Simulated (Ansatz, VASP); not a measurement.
## MgO in VASP and in Ansatz

Contents of INCAR:

```
PREC = Accurate
ENCUT = 520
EDIFF = 1E-6
ISMEAR = 0
SIGMA = 0.05
LREAL = F
LASPH = T
NELM = 60
ALGO = Normal
ISIF = 2
LWAVE = F
LCHARG = F
NBANDS = 36
```

The input KPOINTS:

```
regular mesh
0
Gamma
  4 4 4
```

The input POSCAR:

```
MgO
1.0
    5.5230736673      0.0000000000      0.0000000000
    0.0000000000      5.5230736673      0.0000000000
    0.0000000000      0.0000000000      5.5230736673
Mg O
6 6
Direct
    0.2500000000      0.0027340024      0.5000000000
    0.0000000000      0.4972659976      0.2500000000
    0.5000000000      0.7500000000      0.0000000000
    0.7500000000      0.0027340024      0.5000000000
    0.0000000000      0.4972659976      0.7500000000
    0.5000000000      0.2500000000      0.0000000000
    0.2500000000      0.5124575240      0.0000000000
    0.5000000000     -0.0124575240      0.2500000000
    0.0000000000      0.7500000000      0.5000000000
    0.7500000000      0.5124575240      0.0000000000
    0.5000000000     -0.0124575240      0.7500000000
    0.0000000000      0.2500000000      0.5000000000
```

Input for Ansatz:

```yaml
crystal:
  lattice:
    - [5.5230736673, 0.0, 0.0]
    - [0.0, 5.5230736673, 0.0]
    - [0.0, 0.0, 5.5230736673]
  atoms:
    - { symbol: Mg, position: [0.25, 0.0027340024, 0.5] }
    - { symbol: Mg, position: [0.0, 0.4972659976, 0.25] }
    - { symbol: Mg, position: [0.5, 0.75, 0.0] }
    - { symbol: Mg, position: [0.75, 0.0027340024, 0.5] }
    - { symbol: Mg, position: [0.0, 0.4972659976, 0.75] }
    - { symbol: Mg, position: [0.5, 0.25, 0.0] }
    - { symbol: O, position: [0.25, 0.512457524, 0.0] }
    - { symbol: O, position: [0.5, -0.012457524, 0.25] }
    - { symbol: O, position: [0.0, 0.75, 0.5] }
    - { symbol: O, position: [0.75, 0.512457524, 0.0] }
    - { symbol: O, position: [0.5, -0.012457524, 0.75] }
    - { symbol: O, position: [0.0, 0.25, 0.5] }
basis:
  ecutwfc: 520.0
kpoints:
  mp_grid: { grid: [4, 4, 4] }
hamiltonian:
  xc: lda
  pseudopotentials: { kind: paw, azcp: { folder: soft_1 } }
scf:
  occupations: { method: gaussian, width: 0.05 }
output:
  forces: true
  stress: true
  eigenvalues: true
```

Change from the starting cell: mode 14 frozen in at -0.014 Å and mode 24 at +0.058 Å (largest displacements).

Alike in both runs: task single point; functional LDA; k mesh 4 × 4 × 4; occupations gaussian, width 0.05 eV; no spin polarisation.

|  | VASP | Ansatz |
| --- | --- | --- |
| version | VASP 6.6.1 | Ansatz 0.2.0 |
| potentials or method | VASP PAW LDA potentials, release 64 (Mg, O), cutoff 520 eV | scalar-relativistic, plane waves, PAW |
| valence electrons in the cell | 48 | 96 |

Ansatz gave:

```
gap on the k mesh at the Fermi level (eV)                     : 2.83
least direct gap on the mesh (eV)                             : 2.83
pressure (GPa)                                                : 0.1
traceless stress, the component that is largest in VASP (GPa) : -0.10
rms of the force components (eV/Å)                            : 0.371
```

**Question.** Which values does VASP return?

**Answer.** gap on the k mesh at the Fermi level (eV): 2.82; least direct gap on the mesh (eV): 2.82; pressure (GPa): -0.6; traceless stress, the component that is largest in VASP (GPa): -0.10; rms of the force components (eV/Å): 0.379.

Ansatz warns that its potentials were made for another functional, while VASP's fit it. LDA's correlation is that of Perdew and Zunger in VASP and of Perdew and Wang (1992) in Ansatz. Atom by atom the forces differ by 0.008 eV/Å (rms over components). VASP's potentials hold 48 valence electrons a cell and Ansatz's 96, so a difference there can come from the potentials and not from the codes.
